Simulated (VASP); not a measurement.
A run of VASP 6.6.1 is set up as follows.

File INCAR:

```
ALGO     = Normal         # electronic algorithm
EDIFF    = 1E-6           # SCF threshold, eV
ENCUT    = 520            # plane-wave cutoff, eV
GGA      = PE             # functional
ISIF     = 2              # what is computed and relaxed
ISMEAR   = -1             # smearing method
ISPIN    = 2              # spin polarisation
LASPH    = T              # aspherical terms in the spheres
LCHARG   = F              # write CHGCAR
LMAXMIX  = 4              # l up to which the mixer works
LORBIT   = 11             # projections on sites
LREAL    = F              # projectors in reciprocal space
LWAVE    = F              # write WAVECAR
MAGMOM   = 4 0            # initial moments
NBANDS   = 18             # bands
NELM     = 150            # most SCF steps
PREC     = Accurate       # precision mode
SIGMA    = 0.05           # smearing width, eV
```

File KPOINTS:

```
k-points
0
Gamma
  11 11 11
```

File POSCAR:

```
FeO
1.0
    0.0000000000      2.1837639411      2.1837639411
    2.1837639411      0.0000000000      2.1837639411
    2.1837639411      2.1837639411      0.0000000000
Fe O
1 1
Direct
    0.0000000000      0.0000000000      0.0000000000
    0.5000000000      0.5000000000      0.5000000000
```

Potentials or basis: VASP PAW PBE potentials, release 64 (Fe, O).

The run is started by

```sh
$ cat potpaw_PBE.64/Fe/POTCAR potpaw_PBE.64/O/POTCAR > POTCAR
$ mpirun -np 1 vasp_std > vasp.out
```

**Question.** What does it give for the site moments?

**Answer.** Fe +3.62; O +0.29 μB.

**Question.** Predict the band gap on the k mesh.

**Answer.** Zero (filled and empty bands overlap).

**Question.** Estimate the pressure.

**Answer.** -6.9 GPa.

Caveat: a cell with one magnetic atom can't hold antiferromagnetic order, which such compounds often take; semilocal functionals often make such compounds metallic where correlation or magnetic order opens a gap, which also shifts bond lengths.
